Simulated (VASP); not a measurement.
# Si in VASP: single point with PBE

Aim: the single point of Si with PBE.

All numbers are computed with VASP 6.6.1; they aren't measurements. Logs are shortened: lines on timing, memory, paths and dates and some standing lists are left out, and cuts for length are marked.

## 1. The cell of the first run

The cell holds a slab with vacuum, 17 atoms: a = 7.702 Å, b = 6.365 Å, c = 19.753 Å, α = 90.00°, β = 90.00°, γ = 90.00°.

## 2. Single point, PBE, collinear spin

INCAR reads:

```
PREC     = Accurate       # precision mode
ENCUT    = 520            # plane-wave cutoff, eV
EDIFF    = 1E-6           # SCF threshold, eV
ISMEAR   = 0              # smearing method
SIGMA    = 0.05           # smearing width, eV
LREAL    = Auto         
LASPH    = T              # aspherical terms in the spheres
NELM     = 150            # most SCF steps
ALGO     = Fast           # electronic algorithm
ISIF     = 2              # what is computed and relaxed
LWAVE    = F              # write WAVECAR
LCHARG   = F              # write CHGCAR
ISPIN    = 2              # spin polarisation
MAGMOM   = 0 0 0 0 0 0 0 0 0 0 0 0 0 0 0 0 2 # initial moments
LORBIT   = 11             # projections on sites
LDIPOL   = T            
IDIPOL   = 3            
DIPOL    = 0.5 0.5 0.325
GGA      = PE             # functional
NBANDS   = 52             # bands
KPAR     = 4
```

KPOINTS reads:

```
Automatic mesh
0
Gamma
  4 4 1
```

POSCAR reads:

```
Si
1.0
    7.7021643869      0.0000000000      0.0000000000
    0.0000000000      6.3646811531      0.0000000000
    0.0000000000      0.0000000000     19.7525435111
Si
17
Direct
    0.0000000000      0.9370679262      0.2025055658
    0.5000000000      0.9370679262      0.2025055658
    0.0000000000      0.5629320738      0.2025055658
    0.5000000000      0.5629320738      0.2025055658
    0.2500000000      0.4370679262      0.2587875160
    0.7500000000      0.4370679262      0.2587875160
    0.2500000000      0.0629320738      0.2587875160
    0.7500000000      0.0629320738      0.2587875160
    0.2500000000      0.9333044689      0.3720589473
    0.7500000000      0.9333044689      0.3720589473
    0.2500000000      0.5666955311      0.3720589473
    0.7500000000      0.5666955311      0.3720589473
    0.0000000000      0.4259907554      0.4177964983
    0.5000000000      0.4259907554      0.4177964983
    0.0000000000      0.0740092446      0.4177964983
    0.5000000000      0.0740092446      0.4177964983
    0.0833333333      0.5926574220      0.5141289556
```

Potentials or basis: VASP PAW PBE potentials, release 64 (Si).

Run with:

```sh
> cat potpaw_PBE.64/Si/POTCAR > POTCAR
> mpirun -np 4 vasp_std > vasp.out
```

OUTCAR:

```text
PREC = Accurate
   ENCUT = 520
   EDIFF = 1E-6
   ISMEAR = 0
   LREAL = Auto
   LASPH = T
   NELM = 150
   ISIF = 2
   ISPIN = 2
   LORBIT = 11
   GGA = PE

 ion  position               nearest neighbor table
   1  0.000  0.937  0.203-   7 2.36   8 2.36   3 2.38
   2  0.500  0.937  0.203-   7 2.36   8 2.36   4 2.38
   3  0.000  0.563  0.203-   5 2.36   6 2.36   1 2.38
   4  0.500  0.563  0.203-   5 2.36   6 2.36   2 2.38
   5  0.250  0.437  0.259-   3 2.36   4 2.36   7 2.38  11 2.38
   6  0.750  0.437  0.259-   3 2.36   4 2.36   8 2.38  12 2.38
   7  0.250  0.063  0.259-   1 2.36   2 2.36   5 2.38   9 2.38
   8  0.750  0.063  0.259-   1 2.36   2 2.36   6 2.38  10 2.38
   9  0.250  0.933  0.372-  15 2.31  16 2.31  11 2.33   7 2.38
  10  0.750  0.933  0.372-  15 2.31  16 2.31  12 2.33   8 2.38
  11  0.250  0.567  0.372-  13 2.31  14 2.31   9 2.33   5 2.38  17 3.09
  12  0.750  0.567  0.372-  13 2.31  14 2.31  10 2.33   6 2.38
  13  0.000  0.426  0.418-  15 2.24  17 2.27  11 2.31  12 2.31
  14  0.500  0.426  0.418-  16 2.24  12 2.31  11 2.31
  15  0.000  0.074  0.418-  13 2.24  10 2.31   9 2.31
  16  0.500  0.074  0.418-  14 2.24  10 2.31   9 2.31
  17  0.083  0.593  0.514-  13 2.27  11 3.09

  LATTYP: Found a simple orthorhombic cell.
 ALAT       =     6.3646811531
 B/A-ratio  =     1.2101414355
 C/A-ratio  =     3.1034615931

  Lattice vectors:

 A1 = (   0.0000000000,  -6.3646811531,   0.0000000000)
 A2 = (   7.7021643869,   0.0000000000,   0.0000000000)
 A3 = (   0.0000000000,   0.0000000000,  19.7525435111)

Analysis of symmetry for initial positions (statically):
=====================================================================
 Subroutine PRICEL returns:
 Original cell was already a primitive cell.

 Routine SETGRP: Setting up the symmetry group for a
 simple orthorhombic supercell.

 Subroutine GETGRP returns: Found  1 space group operations
 (whereof  1 operations were pure point group operations)
 out of a pool of  8 trial point group operations.

The static configuration has the point symmetry C_1 .

Analysis of symmetry for dynamics (positions and initial velocities):
=====================================================================
 Subroutine PRICEL returns:
 Original cell was already a primitive cell.

 Routine SETGRP: Setting up the symmetry group for a
 simple orthorhombic supercell.

 Subroutine GETGRP returns: Found  1 space group operations
 (whereof  1 operations were pure point group operations)
 out of a pool of  8 trial point group operations.

The dynamic configuration has the point symmetry C_1 .

Analysis of structural, dynamic, and magnetic symmetry:
=====================================================================
 Subroutine PRICEL returns:
 Original cell was already a primitive cell.

 Routine SETGRP: Setting up the symmetry group for a
 simple orthorhombic supercell.

 Subroutine GETGRP returns: Found  1 space group operations
 (whereof  1 operations were pure point group operations)
 out of a pool of  8 trial point group operations.

The overall configuration has the point symmetry C_1 .

 Subroutine INISYM returns: Found  1 space group operations
 (whereof  1 operations are pure point group operations),
 and found     1 'primitive' translations

----------------------------------------------------------------------------------------

                                     Primitive cell

  volume of cell :     968.3056

  direct lattice vectors                    reciprocal lattice vectors
     7.702164387  0.000000000  0.000000000     0.129833635  0.000000000  0.000000000
     0.000000000  6.364681153  0.000000000     0.000000000  0.157117061  0.000000000
     0.000000000  0.000000000 19.752543511     0.000000000  0.000000000  0.050626391

  length of vectors
     7.702164387  6.364681153 19.752543511     0.129833635  0.157117061  0.050626391

  position of ions in fractional coordinates (direct lattice)
     0.000000000  0.937067926  0.202505566
     0.500000000  0.937067926  0.202505566
     0.000000000  0.562932074  0.202505566
     0.500000000  0.562932074  0.202505566
     0.250000000  0.437067926  0.258787516
     0.750000000  0.437067926  0.258787516
[... 81 lines left out ...]
   ICHARG =      2    charge: 1-file 2-atom 10-const
   ISPIN  =      2    spin polarized calculation?
   LNONCOLLINEAR =      F non collinear calculations
   LSORBIT =      F    spin-orbit coupling
   LASPH  =      T    aspherical Exc in radial PAW
   ENCUT  =  520.0 eV  38.22 Ry    6.18 a.u.  14.32 11.83 36.73*2*pi/ulx,y,z
   NELM   =    150;   NELMIN=  2; NELMDL= -5     # of ELM steps
   EDIFF  = 0.1E-05   stopping-criterion for ELM
   LREAL  =      T    real-space projection
   EDIFFG = 0.1E-04   stopping-criterion for IOM
   NSW    =      0    number of steps for IOM
   IBRION =     -1    ionic relax: 0-MD 1-quasi-New 2-CG
   NFREE  =      0    steps in history (QN), initial steepest desc. (CG)
   ISIF   =      2    stress and relaxation
   ISYM   =      2    0-nonsym 1-usesym 2-fastsym
   POTIM  = 0.5000    time-step for ionic-motion
   TEBEG  =    0.0;   TEEND  =   0.0 temperature during run
   PSTRESS=    0.0 pullay stress
   NELECT =      68.0000    total number of electrons
   NUPDOWN=      -1.0000    fix difference up-down
   EMIN   =  10.00;   EMAX   =-10.00  energy-range for DOS
   EFERMI =   0.00;   METHOD = LEGACY
   ISMEAR =     0;   SIGMA  =   0.05  broadening in eV -4-tet -1-fermi 0-gaus
   EFERMI_NEDOS =   21; number of points for ismear=-14 and -15
   IALGO  =     68    algorithm
   IMIX   =      4    mixing-type and parameters
     AMIX     =   0.40;   BMIX     =  1.00
     AMIX_MAG =   1.60;   BMIX_MAG =  1.00
  volume/ion in A,a.u.               =      56.96       384.38
  Fermi-wavevector in a.u.,A,eV,Ry     =   0.675420  1.276358  6.206864  0.456192
  Thomas-Fermi vector in A             =   1.752430
   LORBIT       =     11    0 simple, 1 ext, 2 COOP (PROOUT), +10 PAW based schemes
   GGA     = PE    functional components
   LHFCALC =     F    Hartree Fock is set to
   AEXX    =    0.0000 exact exchange contribution
   IVDW    =     0    specifies the selected vdW correction
   LEPSILON=     F    determine dielectric tensor
   LRPA    =     F    only Hartree local field effects (RPA)
 spin polarized calculation
 RMM-DIIS sequential band-by-band and
 Gauss-broadening in eV      SIGMA  =   0.05
  energy-cutoff  :      520.00
  volume of cell :      968.31
 maximum number of plane-waves:     26115
 NGX is ok and might be reduce to    60
   NGX = 29   NGY = 23   NGZ = 73

 dipolmoment           0.000000      0.000000      0.250442 electrons x Angstroem

 number of electron      67.9999999 magnetization       0.0007957

 dipolmoment           0.000000      0.000000     -0.064852 electrons x Angstroem

 Free energy of the ion-electron system (eV)
  ---------------------------------------------------
  ext. energy  EPLUGINS =         0.00000000
  ---------------------------------------------------
  free energy    TOTEN  =       -82.40170356 eV

  energy without entropy =      -82.39824448  energy(sigma->0) =      -82.39997402

 E-fermi :  -0.9546     XC(G=0):  -4.1679

 val. band max:       -0.9926909643   @ k =   0.5000   0.0000   0.0000
 cond. band min:      -0.9307327298   @ k =   0.0000   0.5000   0.0000
 fundamental gap:      0.0619582346
 Fermi energy:        -0.9545519067

 spin component 1

 k-point     1 :       0.0000    0.0000    0.0000
  band No.  band energies     occupation
      1     -12.6509      1.00000
      2     -11.3372      1.00000
      3     -10.9101      1.00000
      4     -10.4474      1.00000
      5     -10.1604      1.00000
      6      -9.2986      1.00000
[... 479 lines left out ...]
     45       2.3021      0.00000
     46       2.4098      0.00000
 Fermi energy:        -0.9545519067

 spin component 2

 k-point     1 :       0.0000    0.0000    0.0000
  band No.  band energies     occupation
      1     -12.6508      1.00000
      2     -11.3372      1.00000
      3     -10.9101      1.00000
      4     -10.4473      1.00000
      5     -10.1604      1.00000
      6      -9.2984      1.00000
[... 479 lines left out ...]
     45       2.3022      0.00000
     46       2.4098      0.00000
 [bands above 46 left out]

------------------------ aborting loop because EDIFF is reached ----------------------------------------

 vacuum level on the upper side and lower side of the slab       (xc-potential included)        -0.192         0.052

  FORCE on cell =-STRESS in cart. coord.  units (eV):
  Direction    XX          YY          ZZ          XY          YZ          ZX
  --------------------------------------------------------------------------------------
  -------------------------------------------------------------------------------------
  Total        2.2936039     -1.6378232     -0.9759751      0.9131367      1.1641422      1.5905797
  in kB        3.7950416     -2.7099741     -1.6148673      1.5108938      1.9262124      2.6318041
  external PRESSURE =      -0.1765999 kB  Pullay stress =       0.0000000 kB

 VOLUME and BASIS-vectors are now :
 -----------------------------------------------------------------------------
  energy-cutoff  :      520.00
  volume of cell :      968.31
      direct lattice vectors                 reciprocal lattice vectors
     7.702164387  0.000000000  0.000000000     0.129833635  0.000000000  0.000000000
     0.000000000  6.364681153  0.000000000     0.000000000  0.157117061  0.000000000
     0.000000000  0.000000000 19.752543511     0.000000000  0.000000000  0.050626391

 POSITION                                       TOTAL-FORCE (eV/Angst)
 -----------------------------------------------------------------------------------
      0.00000      5.96414      4.00000         0.004754     -0.694993      0.646531
      3.85108      5.96414      4.00000        -0.044998     -0.554507      0.644416
      0.00000      3.58288      4.00000         0.015807      0.681460      0.596707
      3.85108      3.58288      4.00000        -0.101842      0.498367      0.505916
      1.92554      2.78180      5.11171         0.012702      0.039246     -0.833005
      5.77662      2.78180      5.11171        -0.104942      0.065100     -0.558473
[... 9 lines left out ...]
      3.85108      0.47105      8.25254        -0.003064     -0.104121      0.044686
      0.64185      3.77208     10.15535         0.537435      0.781914     -0.002385
 -----------------------------------------------------------------------------------
    total drift:                                0.000052      0.000278     -0.029042

  FREE ENERGIE OF THE ION-ELECTRON SYSTEM (eV)
  ---------------------------------------------------
  free  energy   TOTEN  =       -82.4017035628 eV

  energy  without entropy=      -82.3982444819  energy(sigma->0) =      -82.39997402

 vacuum level on the upper side and lower side of the slab         3.499         3.767

 total charge

# of ion       s       p       d       tot
------------------------------------------
    1        0.795   0.834   0.000   1.629
    2        0.797   0.831   0.000   1.628
    3        0.795   0.836   0.000   1.631
    4        0.794   0.836   0.000   1.630
    5        0.765   0.885   0.000   1.651
    6        0.760   0.894   0.000   1.653
[... 9 lines left out ...]
   16        0.785   0.901   0.000   1.686
   17        0.924   0.621   0.000   1.545
--------------------------------------------------
tot         13.308  14.904   0.000  28.212

 magnetization (x)

# of ion       s       p       d       tot
------------------------------------------
    1       -0.000  -0.000   0.000  -0.000
    2        0.000   0.000   0.000   0.000
    3        0.000   0.000   0.000   0.000
    4       -0.000  -0.000   0.000  -0.000
    5        0.000   0.000   0.000   0.000
    6        0.000  -0.000   0.000  -0.000
[... 9 lines left out ...]
   16        0.000   0.000   0.000   0.000
   17        0.000   0.000   0.000   0.000
--------------------------------------------------
tot          0.000   0.000   0.000   0.000
```

Wall time 26 min (4 MPI ranks of Oxide Virtual Turin-like, shared host); peak memory 1.6 GiB.

What came out:

| Item | Value |
| --- | --- |
| Free energy | -82.4017 eV |
| Largest force | 1.599 eV/Å |
| Band gap on the k mesh | zero (filled and empty bands overlap) |
| Net moment | 0.00 μB per cell |
| Valence electrons inside the program's atomic spheres | Si 1.63, 1.65, 1.68, 1.69, 1.75, 1.54 (each value once) |

Forces on the atoms (eV/Å):
```
Si   0.005 -0.695  0.647
Si  -0.045 -0.555  0.644
Si   0.016  0.681  0.597
Si  -0.102  0.498  0.506
Si   0.013  0.039 -0.833
Si  -0.105  0.065 -0.558
Si   0.055 -0.040 -0.712
Si  -0.010 -0.013 -0.603
Si  -0.145  0.061 -0.082
Si   0.082  0.082 -0.155
Si   0.335  0.226 -0.137
Si  -0.143  0.138 -0.445
Si  -0.503  0.295  0.337
Si  -0.146  0.035  0.209
Si   0.159 -1.496  0.543
Si  -0.003 -0.104  0.045
Si   0.537  0.782 -0.002
```

Levels at points of the mesh, in eV from the Fermi level:
Spin up:
```csv
k point,band 30,band 31,band 32,band 33,band 34,band 35,band 36,band 37,band 38,band 39
"(0.00, 0.00, 0.00)",-1.02,-0.84,-0.50,-0.17,-0.06,0.19,0.31,0.59,0.99,1.28
"(0.50, 0.00, 0.00)",-1.41,-1.17,-0.57,-0.20,-0.04,0.36,0.63,0.92,1.06,1.31
"(0.00, 0.50, 0.00)",-1.12,-1.06,-0.95,-0.67,-0.11,0.02,0.44,0.49,0.83,1.01
"(0.50, 0.50, 0.00)",-1.52,-0.77,-0.54,-0.50,-0.16,0.18,0.25,0.48,0.71,0.93
```
Spin down:
| k point | band 31 | band 32 | band 33 | band 34 | band 35 | band 36 | band 37 | band 38 |
| --- | --- | --- | --- | --- | --- | --- | --- | --- |
| (0.00, 0.00, 0.00) | -0.84 | -0.50 | -0.17 | -0.06 | 0.19 | 0.31 | 0.59 | 0.99 |
| (0.50, 0.00, 0.00) | -1.17 | -0.57 | -0.20 | -0.04 | 0.36 | 0.63 | 0.92 | 1.06 |
| (0.00, 0.50, 0.00) | -1.06 | -0.95 | -0.67 | -0.11 | 0.02 | 0.44 | 0.49 | 0.83 |
| (0.50, 0.50, 0.00) | -0.77 | -0.54 | -0.50 | -0.16 | 0.18 | 0.25 | 0.48 | 0.71 |

The gap in the log of VASP goes by the Fermi energy; the results here count the filled bands.